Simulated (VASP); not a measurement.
The system is BeSe4.

```
CELL_PARAMETERS angstrom
3.94845 -4.20029 0.00000
3.94845 4.20029 0.00000
0.00000 0.00000 3.51317
ATOMIC_POSITIONS crystal
Be 0.00000 0.00000 0.00000
Se 0.27967 0.27967 0.00000
Se 0.18155 0.81845 0.50000
Se 0.81845 0.18155 0.50000
Se 0.72033 0.72033 0.00000
```

The cell was built from a structure type or drawn by symmetry, and may not be a known phase.

```yaml
Program: VASP 6.6.1
Task: relaxation of cell and atoms
Functional: PBE
Potentials_or_basis: VASP PAW PBE potentials, release 64 (Be, Se)
Cutoff: 600 eV
k_mesh: 4 × 4 × 6
Occupations: gaussian, width 0.1 eV
Spin: no spin polarisation
```

At the start: pressure -2.1 GPa; volume 23.31 Å³/atom.

Task: Where does the relaxation end?

Result: Over 68 steps the energy falls by 305.4 meV/atom and the volume is 27.32 Å³/atom (+17.2 %); space group Cmmm (No. 65, to 0.1 Å) before and after.

Step by step:
```tsv
step	energy change (eV)	largest force (eV/Å)	pressure (GPa)	volume (Å³)
1	0.0000	0.6927	-2.06	116.53
3	-0.3860	1.3109	3.65	97.19
5	-0.5558	0.9065	4.11	93.77
7	-0.5584	0.8247	4.70	92.76
9	-0.7077	0.1726	-2.72	101.60
11	-0.7218	0.1880	-1.26	99.41
13	-0.7742	0.1592	-0.33	97.16
15	-0.7763	0.1312	-0.06	96.65
17	-0.7846	0.1675	0.37	96.14
19	-0.7876	0.3141	0.85	95.64
21	-0.7912	0.3673	0.89	95.71
23	-0.8104	0.5809	1.13	96.02
25	-0.8296	0.9066	2.07	96.56
27	-0.8333	0.8856	1.92	96.60
29	-0.8553	0.9607	2.36	97.59
31	-0.8588	0.9882	2.61	97.95
33	-0.9311	0.9811	2.26	100.19
35	-1.1232	2.3952	3.31	110.57
37	-1.2455	2.2392	2.83	115.70
39	-1.3893	1.3953	1.94	124.08
41	-1.4476	0.0708	0.09	125.16
43	-1.4528	0.0692	0.14	125.29
45	-1.4778	0.0628	0.46	125.84
47	-1.4945	0.2905	0.85	126.30
49	-1.5026	0.3139	0.76	127.07
51	-1.5094	0.3690	0.62	128.72
53	-1.5196	0.0251	0.13	130.14
55	-1.5200	0.0091	0.06	130.31
57	-1.5209	0.0973	-0.08	130.73
59	-1.5218	0.0180	0.18	131.01
61	-1.5225	0.0270	0.11	131.14
63	-1.5250	0.0793	0.22	133.08
65	-1.5252	0.1157	0.28	133.87
67	-1.5263	0.0691	0.14	134.96
68	-1.5269	0.0257	-0.07	136.60
```

Final structure:
```
CELL_PARAMETERS angstrom
4.81468 -4.03417 0.00000
4.81468 4.03417 0.00000
0.00000 0.00000 3.51643
ATOMIC_POSITIONS crystal
Be 0.00000 0.00000 0.00000
Se 0.38339 0.38339 0.00000
Se 0.16254 0.83746 0.50000
Se 0.83746 0.16254 0.50000
Se 0.61661 0.61661 0.00000
```

Caveat: the volume moved by over 15 % at a fixed basis, so the end points are rough.
